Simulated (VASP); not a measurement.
Here is a VASP 6.6.1 calculation.

INCAR

```
PREC = Accurate ; ENCUT = 520
EDIFF = 1E-7 ; ISMEAR = -1
SIGMA = 0.1 ; LREAL = F
LASPH = T ; NELM = 100
ALGO = Normal ; ISIF = 2
LWAVE = F ; LCHARG = F
GGA = PE ; NBANDS = 10
```

The input KPOINTS:

```
regular mesh
0
Gamma
  5 5 5
```

Contents of POSCAR:

```
Ir
1.0
    0.0000000000      1.9360622002      1.9360622002
    1.9360622002      0.0000000000      1.9360622002
    1.9360622002      1.9360622002      0.0000000000
Ir
1
Direct
    0.0000000000      0.0000000000      0.0000000000
```

Potentials or basis: VASP PAW PBE potentials, release 64 (Ir).

Run with:

```bash
$ cat potpaw_PBE.64/Ir/POTCAR > POTCAR
$ mpirun -np 1 vasp_std > vasp.out
```

**Question.** Estimate the pressure.

**Answer.** 4.7 GPa.

Caveat: the k points lie up to 0.56 Å⁻¹ apart.
